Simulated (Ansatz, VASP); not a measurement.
Si in VASP and in Ansatz

The input INCAR:

```
PREC = Accurate
ENCUT = 600
EDIFF = 1E-6
ISMEAR = 0
SIGMA = 0.1
LREAL = False
LASPH = True
NELM = 80
ALGO = Normal
ISIF = 3
LWAVE = False
LCHARG = False
GGA = PS
IBRION = 2
NSW = 100
EDIFFG = -0.005
```

The input KPOINTS:

```
regular mesh
0
Gamma
  18 18 18
```

POSCAR

```
Si
1.0
    0.0000000000      1.9108305400      1.9108305400
    1.9108305400      0.0000000000      1.9108305400
    1.9108305400      1.9108305400      0.0000000000
Si
1
Direct
    0.0000000000      0.0000000000      0.0000000000
```

Input for Ansatz:

```yaml
crystal:
  lattice:
    - [0.0, 1.91083054, 1.91083054]
    - [1.91083054, 0.0, 1.91083054]
    - [1.91083054, 1.91083054, 0.0]
  atoms:
    - { symbol: Si, position: [0.0, 0.0, 0.0] }
basis:
  ecutwfc: 420
kpoints:
  mp_grid: { grid: [18, 18, 18] }
hamiltonian:
  xc: pbesol
scf:
  occupations: { method: gaussian, width: 0.1 }
output:
  forces: true
  stress: true
  eigenvalues: true
  write_density: true
  write_potential: true
  elf: true
  volumetric_format: npy
relax:
  adjacent_minimum: "off"
  f_tol: 0.005
  max_steps: 80
  cell: { stress_tol: 0.05 }
```

Alike in both runs: task relaxation of cell and atoms; functional PBEsol; k mesh 18 × 18 × 18; occupations gaussian, width 0.1 eV; no spin polarisation.

|  | VASP | Ansatz |
| --- | --- | --- |
| version | VASP 6.6.1 | Ansatz 0.2.0 |
| potentials or method | VASP PAW PBE potentials, release 64 (Si), cutoff 600 eV | scalar-relativistic, plane waves, PAW |
| valence electrons in the cell | 4 | 4 |

VASP gave:

- gap on the k mesh at the Fermi level, each at its own relaxed structure (eV): none
- relaxed volume (Å³/atom): 14.16
- relaxed cell length with the largest relative difference (Å): 2.716

Problem. What did Ansatz give for the same quantities?

Solution. gap on the k mesh at the Fermi level, each at its own relaxed structure (eV): none; relaxed volume (Å³/atom): 14.14; relaxed cell length with the largest relative difference (Å): 2.714.

VASP's potentials were made for PBE, not for PBEsol. A gap of «none» marks a metal or a gap that the smearing closes.
